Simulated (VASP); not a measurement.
# Ba (Fm-3m) in VASP: further runs

Runs on Ba. Level: PBE. Tasks: single point.

All numbers are computed with VASP 6.6.1; they aren't measurements. Logs are shortened: lines on timing, memory, paths and dates and some standing lists are left out, and cuts for length are marked.

### 1 The cell of the first run

It takes space group Fm-3m (No. 225, cubic). The conventional cell has a = 5.363 Å, b = 5.363 Å, c = 5.363 Å, α = 90.00°, β = 90.00°, γ = 90.00°. Within 5.0 Å of Ba (site symmetry m-3m) lie 12 Ba at 3.79 Å.

### 2 Single point, PBE (volume scaled by 0.6)

Input file INCAR:

```
PREC = Accurate ; ENCUT = 520
EDIFF = 1E-6 ; ISMEAR = -1
SIGMA = 0.1 ; LREAL = False
LASPH = True ; NELM = 60
ALGO = Normal ; ISIF = 2
LWAVE = False ; LCHARG = True
GGA = PE ; LELF = True
LVHAR = True ; NBANDS = 11
```

Input file KPOINTS:

```
regular mesh
0
Gamma
  10 10 10
```

Input file POSCAR:

```
Ba
1.0
    0.0000000000      2.6814676077      2.6814676077
    2.6814676077      0.0000000000      2.6814676077
    2.6814676077      2.6814676077      0.0000000000
Ba
1
Direct
    0.0000000000      0.0000000000      0.0000000000
```

Potentials or basis: VASP PAW PBE potentials, release 64 (Ba_sv).

Command:

```sh
cat potpaw_PBE.64/Ba_sv/POTCAR > POTCAR
mpirun -np 1 vasp_std > vasp.out
```

OUTCAR:

```text
PREC = Accurate
   ENCUT = 520
   EDIFF = 1E-6
   ISMEAR = -1
   LREAL = False
   LASPH = True
   NELM = 60
   ISIF = 2
   GGA = PE

 ion  position               nearest neighbor table
   1  0.000  0.000  0.000-

  LATTYP: Found a face centered cubic cell.
 ALAT       =     5.3629352154

  Lattice vectors:

 A1 = (   0.0000000000,   2.6814676077,   2.6814676077)
 A2 = (   2.6814676077,   0.0000000000,   2.6814676077)
 A3 = (   2.6814676077,   2.6814676077,   0.0000000000)

Analysis of symmetry for initial positions (statically):
=====================================================================
 Subroutine PRICEL returns:
 Original cell was already a primitive cell.

 Routine SETGRP: Setting up the symmetry group for a
 face centered cubic supercell.

 Subroutine GETGRP returns: Found 48 space group operations
 (whereof 48 operations were pure point group operations)
 out of a pool of 48 trial point group operations.

The static configuration has the point symmetry O_h .

Analysis of symmetry for dynamics (positions and initial velocities):
=====================================================================
 Subroutine PRICEL returns:
 Original cell was already a primitive cell.

 Routine SETGRP: Setting up the symmetry group for a
 face centered cubic supercell.

 Subroutine GETGRP returns: Found 48 space group operations
 (whereof 48 operations were pure point group operations)
 out of a pool of 48 trial point group operations.

The dynamic configuration has the point symmetry O_h .

 Subroutine INISYM returns: Found 48 space group operations
 (whereof 48 operations are pure point group operations),
 and found     1 'primitive' translations

----------------------------------------------------------------------------------------

                                     Primitive cell

  volume of cell :      38.5609

  direct lattice vectors                    reciprocal lattice vectors
     0.000000000  2.681467608  2.681467608    -0.186465053  0.186465053  0.186465053
     2.681467608  0.000000000  2.681467608     0.186465053 -0.186465053  0.186465053
     2.681467608  2.681467608  0.000000000     0.186465053  0.186465053 -0.186465053

  length of vectors
     3.792167858  3.792167858  3.792167858     0.322966946  0.322966946  0.322966946

  position of ions in fractional coordinates (direct lattice)
     0.000000000  0.000000000  0.000000000

  ion indices of the primitive-cell ions
   primitive index   ion index
                 1           1

----------------------------------------------------------------------------------------

 KPOINTS: regular mesh

Automatic generation of k-mesh.
 Grid dimensions read from file:
 generate k-points for:   10   10   10

 Generating k-lattice:

  Cartesian coordinates                     Fractional coordinates (reciprocal lattice)
    -0.018646505  0.018646505  0.018646505     0.100000000  0.000000000  0.000000000
     0.018646505 -0.018646505  0.018646505     0.000000000  0.100000000  0.000000000
     0.018646505  0.018646505 -0.018646505     0.000000000  0.000000000  0.100000000

  Length of vectors
     0.032296695  0.032296695  0.032296695

  Shift w.r.t. Gamma in fractional coordinates (k-lattice)
     0.000000000  0.000000000  0.000000000

 Subroutine IBZKPT returns following result:
 ===========================================

 Found     47 irreducible k-points:

 Following reciprocal coordinates:
            Coordinates               Weight
  0.000000  0.000000  0.000000      1.000000
  0.100000  0.000000  0.000000      8.000000
  0.200000  0.000000  0.000000      8.000000
  0.300000  0.000000  0.000000      8.000000
  0.400000  0.000000  0.000000      8.000000
  0.500000  0.000000  0.000000      4.000000
[... 16 lines left out ...]
  0.300000  0.300000  0.000000      6.000000
  0.400000  0.300000  0.000000     24.000000
 [... further k-points ...]
   k-points           NKPTS =     47   k-points in BZ     NKDIM =     47   number of bands    NBANDS=     11
   number of dos      NEDOS =    301   number of ions     NIONS =      1
   total plane-waves  NPLWV =  21952
   dimension x,y,z NGX =    28 NGY =   28 NGZ =   28
   dimension x,y,z NGXF=    56 NGYF=   56 NGZF=   56
   ions per type =               1
   NGX,Y,Z   is equivalent  to a cutoff of  12.28, 12.28, 12.28 a.u.
   NGXF,Y,Z  is equivalent  to a cutoff of  24.55, 24.55, 24.55 a.u.
 SYSTEM =  unknown system
   PREC   = accura    normal or accurate (medium, high low for compatibility)
   ISTART =      0    job   : 0-new  1-cont  2-samecut
   ICHARG =      2    charge: 1-file 2-atom 10-const
   ISPIN  =      1    spin polarized calculation?
   LNONCOLLINEAR =      F non collinear calculations
   LSORBIT =      F    spin-orbit coupling
   LASPH  =      T    aspherical Exc in radial PAW
   ENCUT  =  520.0 eV  38.22 Ry    6.18 a.u.   7.05  7.05  7.05*2*pi/ulx,y,z
   NELM   =     60;   NELMIN=  2; NELMDL= -5     # of ELM steps
   EDIFF  = 0.1E-05   stopping-criterion for ELM
   LREAL  =      F    real-space projection
   EDIFFG = 0.1E-04   stopping-criterion for IOM
   NSW    =      0    number of steps for IOM
   IBRION =     -1    ionic relax: 0-MD 1-quasi-New 2-CG
   NFREE  =      0    steps in history (QN), initial steepest desc. (CG)
   ISIF   =      2    stress and relaxation
   ISYM   =      2    0-nonsym 1-usesym 2-fastsym
   POTIM  = 0.5000    time-step for ionic-motion
   TEBEG  =    0.0;   TEEND  =   0.0 temperature during run
   PSTRESS=    0.0 pullay stress
   NELECT =      10.0000    total number of electrons
   NUPDOWN=      -1.0000    fix difference up-down
   EMIN   =  10.00;   EMAX   =-10.00  energy-range for DOS
   EFERMI =   0.00;   METHOD = LEGACY
   ISMEAR =    -1;   SIGMA  =   0.10  broadening in eV -4-tet -1-fermi 0-gaus
   EFERMI_NEDOS =   21; number of points for ismear=-14 and -15
   IALGO  =     38    algorithm
   IMIX   =      4    mixing-type and parameters
     AMIX     =   0.40;   BMIX     =  1.00
     AMIX_MAG =   1.60;   BMIX_MAG =  1.00
  volume/ion in A,a.u.               =      38.56       260.22
  Fermi-wavevector in a.u.,A,eV,Ry     =   1.043980  1.972837 14.828918  1.089895
  Thomas-Fermi vector in A             =   2.178713
   LORBIT       =      0    0 simple, 1 ext, 2 COOP (PROOUT), +10 PAW based schemes
   GGA     = PE    functional components
   LHFCALC =     F    Hartree Fock is set to
   AEXX    =    0.0000 exact exchange contribution
   IVDW    =     0    specifies the selected vdW correction
   LEPSILON=     F    determine dielectric tensor
   LRPA    =     F    only Hartree local field effects (RPA)
 non-spin polarized calculation
  energy-cutoff  :      520.00
  volume of cell :       38.56
 maximum number of plane-waves:      1056
   NGX = 15   NGY = 15   NGZ = 15

 number of electron      10.0000000 magnetization

 number of electron       9.9999999 magnetization

 Free energy of the ion-electron system (eV)
  ---------------------------------------------------
  ext. energy  EPLUGINS =         0.00000000
  ---------------------------------------------------
  free energy    TOTEN  =        -1.44201145 eV

  energy without entropy =       -1.39932954  energy(sigma->0) =       -1.42067050

 E-fermi :   3.6695     XC(G=0):  -9.1705

 val. band max:        3.6489182098   @ k =  -0.4000   0.4000   0.0000
 cond. band min:       3.6896781421   @ k =  -0.3000   0.3000   0.0000
 fundamental gap:      0.0407599323
 Fermi energy:         3.6695440813

 k-point     1 :       0.0000    0.0000    0.0000
  band No.  band energies     occupation
      1     -24.7175      2.00000
      2      -8.9671      2.00000
      3      -8.9671      2.00000
      4      -8.9671      2.00000
      5       1.1109      2.00000
      6       5.9228      0.00000
      7       5.9228      0.00000
      8       5.9228      0.00000
      9       8.6360      0.00000
     10       8.6360      0.00000
     11      10.8368      0.00000

 k-point     2 :       0.1000    0.0000    0.0000
  band No.  band energies     occupation
      1     -24.6906      2.00000
      2      -9.1845      2.00000
      3      -8.9907      2.00000
      4      -8.9907      2.00000
      5       1.4433      2.00000
      6       5.6018      0.00000
      7       6.0668      0.00000
      8       6.0668      0.00000
      9       8.3896      0.00000
     10       8.3896      0.00000
     11      11.5280      0.00000

 k-point     3 :       0.2000    0.0000    0.0000
  band No.  band energies     occupation
      1     -24.6188      2.00000
      2      -9.7082      2.00000
      3      -9.0513      2.00000
      4      -9.0513      2.00000
      5       2.1779      2.00000
      6       5.2018      0.00000
      7       6.2603      0.00000
      8       6.2603      0.00000
      9       8.2112      0.00000
     10       8.2112      0.00000
     11      11.7214      0.00000

 k-point     4 :       0.3000    0.0000    0.0000
  band No.  band energies     occupation
      1     -24.5275      2.00000
      2     -10.2878      2.00000
      3      -9.1242      2.00000
      4      -9.1242      2.00000
      5       2.6097      1.99995
      6       5.5596      0.00000
      7       6.0637      0.00000
      8       6.0637      0.00000
      9       8.8771      0.00000
     10       8.8771      0.00000
     11      10.9944      0.00000

 k-point     5 :       0.4000    0.0000    0.0000
  band No.  band energies     occupation
      1     -24.4515      2.00000
      2     -10.7169      2.00000
      3      -9.1815      2.00000
      4      -9.1815      2.00000
      5       2.5733      1.99997
      6       5.7633      0.00000
      7       5.7633      0.00000
      8       6.5205      0.00000
      9      10.0695      0.00000
     10      10.0695      0.00000
     11      10.7593      0.00000
[... 211 lines left out ...]
 k-point    21 :      -0.3000    0.2000    0.0000
  band No.  band energies     occupation
      1     -24.4242      2.00000
      2     -10.4596      2.00000
      3      -9.7101      2.00000
      4      -9.2076      2.00000
      5       3.7396      0.66359
      6       4.7570      0.00004
      7       5.3677      0.00000
      8       6.6233      0.00000
      9       8.3999      0.00000
     10      11.8975      0.00000
     11      13.3505      0.00000

 k-point    22 :      -0.2000    0.2000    0.0000
  band No.  band energies     occupation
      1     -24.4962      2.00000
      2     -10.1905      2.00000
      3      -9.5276      2.00000
      4      -9.1106      2.00000
      5       3.5070      1.67096
      6       4.7246      0.00005
      7       5.3754      0.00000
      8       6.8554      0.00000
      9       7.3128      0.00000
     10      10.7580      0.00000
     11      13.4292      0.00000

 k-point    23 :       0.3000    0.3000    0.0000
  band No.  band energies     occupation
      1     -24.4649      2.00000
      2     -10.2090      2.00000
      3      -9.4197      2.00000
      4      -9.4197      2.00000
      5       2.8707      1.99932
      6       3.5208      1.63144
      7       6.4532      0.00000
      8       8.2919      0.00000
      9       8.2919      0.00000
     10       9.9012      0.00000
     11      15.6659      0.00000

 k-point    24 :       0.4000    0.3000    0.0000
  band No.  band energies     occupation
      1     -24.4049      2.00000
      2     -10.4363      2.00000
      3      -9.5624      2.00000
      4      -9.4903      2.00000
      5       2.7802      1.99973
      6       3.4009      1.87243
      7       6.6181      0.00000
      8       8.4847      0.00000
      9       9.6005      0.00000
     10      10.6777      0.00000
     11      14.6733      0.00000

 [... further k-points ...]

------------------------ aborting loop because EDIFF is reached ----------------------------------------

  FORCE on cell =-STRESS in cart. coord.  units (eV):
  Direction    XX          YY          ZZ          XY          YZ          ZX
  --------------------------------------------------------------------------------------
  -------------------------------------------------------------------------------------
  Total        1.9699226      1.9699226      1.9699226     -0.0000000     -0.0000000     -0.0000000
  in kB       81.8487559     81.8487559     81.8487559     -0.0000000     -0.0000000     -0.0000000
  external PRESSURE =      81.8487559 kB  Pullay stress =       0.0000000 kB

 VOLUME and BASIS-vectors are now :
 -----------------------------------------------------------------------------
  energy-cutoff  :      520.00
  volume of cell :       38.56
      direct lattice vectors                 reciprocal lattice vectors
     0.000000000  2.681467608  2.681467608    -0.186465053  0.186465053  0.186465053
     2.681467608  0.000000000  2.681467608     0.186465053 -0.186465053  0.186465053
     2.681467608  2.681467608  0.000000000     0.186465053  0.186465053 -0.186465053

 POSITION                                       TOTAL-FORCE (eV/Angst)
 -----------------------------------------------------------------------------------
      0.00000      0.00000      0.00000         0.000000      0.000000      0.000000
 -----------------------------------------------------------------------------------
    total drift:                                0.000000     -0.000000      0.000000

  FREE ENERGIE OF THE ION-ELECTRON SYSTEM (eV)
  ---------------------------------------------------
  free  energy   TOTEN  =        -1.4420114497 eV

  energy  without entropy=       -1.3993295447  energy(sigma->0) =       -1.42067050
```

Run time: 7 s. Hardware: 1 thread of Intel Xeon 6975P-C (Granite Rapids), shared host; peak memory 0.16 GiB.

Results:

```
Free energy            : -1.4420 eV
Pressure               : 8.2 GPa
Band gap on the k mesh : zero (band 5 reaches 4.17 eV, above the bottom of band 6 at 2.79 eV)
```

Caveat: spin-orbit coupling is left out, which moves the levels of the heavy elements.

### 3 Single point, PBE (volume scaled by 0.6)

Input file INCAR:

```
SYSTEM = Ba
PREC     = Accurate       ! precision mode
ENCUT    = 520            ! plane-wave cutoff, eV
EDIFF    = 1E-6           ! SCF threshold, eV
ISMEAR   = -1             ! smearing method
SIGMA    = 0.1            ! smearing width, eV
LREAL    = .False.        ! projectors in reciprocal space
LASPH    = .True.         ! aspherical terms in the spheres
NELM     = 80             ! most SCF steps
ALGO     = Normal         ! electronic algorithm
ISIF     = 2              ! what is computed and relaxed
LWAVE    = .False.        ! write WAVECAR
LCHARG   = .False.        ! write CHGCAR
GGA      = PE             ! functional
NBANDS   = 11             ! bands
```

Input file KPOINTS:

```
Automatic mesh
0
Gamma
  10 10 10
  0 0 0
```

POSCAR is that of step 2.

Potentials or basis: VASP PAW PBE potentials, release 64 (Ba_sv).

Command:

```sh
cat potpaw_PBE.64/Ba_sv/POTCAR > POTCAR
mpirun -np 1 vasp_std > vasp.out
```

It took 6.7 s on 1 thread of Intel Xeon 6975P-C (Granite Rapids), shared host; peak memory 0.16 GiB.

Results (log left out):

* Free energy: -1.4420 eV
* Pressure: 8.2 GPa
* Band gap on the k mesh: zero (band 5 reaches 4.17 eV, above the bottom of band 6 at 2.79 eV)

Levels at points of the mesh, in eV from the Fermi level:
```tsv
k point	band 3	band 4	band 5	band 6	band 7	band 8
(0.00, 0.00, 0.00)	-12.64	-12.64	-2.56	2.25	2.25	2.25
(0.50, 0.00, 0.00)	-12.87	-12.87	-1.16	1.97	1.97	3.33
(0.50, 0.50, 0.00)	-13.31	-13.31	-1.61	-0.88	5.12	7.22
```

Caveat: spin-orbit coupling is left out, which moves the levels of the heavy elements.
